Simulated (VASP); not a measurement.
Input of a VASP 6.6.1 run:

Contents of INCAR:

```
SYSTEM = GaSb
PREC = Accurate
ENCUT = 600
EDIFF = 1E-7
ISMEAR = 0
SIGMA = 0.1
LREAL = .False.
LASPH = .True.
NELM = 60
ALGO = Normal
ISIF = 3
LWAVE = .False.
LCHARG = .False.
IBRION = 2
NSW = 100
EDIFFG = -0.002
```

KPOINTS

```
regular mesh
0
Gamma
  10 10 10
  0 0 0
```

POSCAR

```
GaSb
1.0
    0.0000000000      3.0686043200      3.0686043200
    3.0686043200      0.0000000000      3.0686043200
    3.0686043200      3.0686043200      0.0000000000
Ga Sb
1 1
Direct
    0.0000000000      0.0000000000      0.0000000000
    0.2500000000      0.2500000000      0.2500000000
```

Potentials or basis: VASP PAW LDA potentials, release 64 (Ga_d, Sb).

Launch:

```console
$ cat potpaw_LDA.64/Ga_d/POTCAR potpaw_LDA.64/Sb/POTCAR > POTCAR
$ mpirun -np 1 vasp_std > vasp.out
```

(1) Estimate the relaxed volume.

(2) What does it give for the space group after relaxing (to 0.05 Å)?

(3) Estimate the relaxed cell.

(4) Predict the band gap on the k mesh.

Answers

(1) 27.76 Å³/atom.

(2) F-43m (No. 216).

(3) a = 4.282 Å, b = 4.282 Å, c = 4.282 Å, α = 60.00°, β = 60.00°, γ = 60.00°.

(4) 0.09 eV, direct.

Caveat: spin-orbit coupling is left out, which moves the levels of the heavy elements.
